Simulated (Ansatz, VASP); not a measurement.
## NaI in VASP and in Ansatz

The input INCAR:

```
PREC = Accurate
ENCUT = 520
EDIFF = 1E-6
ISMEAR = -1
SIGMA = 0.02
LREAL = F
LASPH = T
NELM = 60
ALGO = Normal
ISIF = 2
LWAVE = F
LCHARG = T
GGA = PE
LELF = T
LVHAR = T
NBANDS = 14
```

KPOINTS

```
regular mesh
0
Gamma
  6 6 6
```

Contents of POSCAR:

```
NaI
1.0
    4.1419541642      0.0000000000      0.0000000000
    0.0000000000      4.1419541642      0.0000000000
    0.0000000000      0.0000000000      4.1419541642
Na I
1 1
Direct
    0.0000000000      0.0000000000      0.0000000000
    0.5000000000      0.5000000000      0.5000000000
```

Input for Ansatz:

```yaml
crystal:
  lattice:
    - [4.1419541642, 0.0, 0.0]
    - [0.0, 4.1419541642, 0.0]
    - [0.0, 0.0, 4.1419541642]
  atoms:
    - { symbol: Na, position: [0.0, 0.0, 0.0] }
    - { symbol: I, position: [0.5, 0.5, 0.5] }
kpoints:
  mp_grid: { grid: [6, 6, 6] }
  band_path:
    path: [[0.0, 0.0, 0.0], [0.0, 0.5, 0.0], [0.5, 0.5, 0.0], [0.5, 0.5, 0.5]]
    npoints: 1
hamiltonian:
  xc: pbe
scf:
  occupations: { method: fermi_dirac, width: 0.02 }
  n_extra_bands: 4
output:
  forces: true
  stress: true
  eigenvalues: true
```

Change from the starting cell: hydrostatic strain +2.5%.

Alike in both runs: task single point; functional PBE; k mesh 6 × 6 × 6; occupations fermi-dirac, width 0.02 eV; no spin polarisation.

```csv
,VASP,Ansatz
version,VASP 6.6.1,Ansatz 0.2.0
potentials or method,"VASP PAW PBE potentials, release 64 (Na_pv, I)","plane waves, PAW"
plane-wave cutoff (eV),520,420
valence electrons in the cell,14,26
```

```csv
,VASP,Ansatz,Ansatz less VASP
gap on the k mesh at the Fermi level (eV),2.20,2.20,+0.002
pressure (GPa),-0.8,-0.8,0.00
```

VASP's potentials hold 14 valence electrons a cell and Ansatz's 26, so a difference there can come from the potentials and not from the codes.

Neither program's run includes spin-orbit coupling.
